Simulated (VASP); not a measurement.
**AlAs: single point with PBE**

AlAs:

```
CELL_PARAMETERS angstrom
0.00000 2.83040 2.83040
2.83040 0.00000 2.83040
2.83040 2.83040 0.00000
ATOMIC_POSITIONS crystal
Al 0.00000 0.00000 0.00000
As 0.25000 0.25000 0.25000
```

```yaml
Program: VASP 6.6.1
Task: single point
Functional: PBE
Potentials_or_basis: VASP PAW PBE potentials, release 64 (Al, As)
Cutoff: 500 eV
k_mesh: 3 × 3 × 3
Occupations: gaussian, width 0.01 eV
Spin: no spin polarisation
Dipole_correction: no
Further_INCAR_settings: ALGO = Normal; EDIFF = 1e-06; NBANDS = 11
```

The pressure is 3.9 GPa. The band gap on the k mesh is 1.93 eV, indirect (least direct gap 2.05 eV).

Levels at points of the mesh, in eV from the valence-band top:
```
           k point  band 1  band 2  band 3  band 4  band 5  band 6  band 7  band 8  band 9
(0.00, 0.00, 0.00)  -11.87    0.00    0.00    0.00    2.05    4.21    4.21    4.21    8.83
```

Run time: 4.7 s on 1 thread of AMD EPYC 7R13 Processor (Zen 3), on a shared host, peak memory 0.13 GiB.

Caveat: the k points lie up to 0.64 Å⁻¹ apart. A k mesh can miss the band edges.
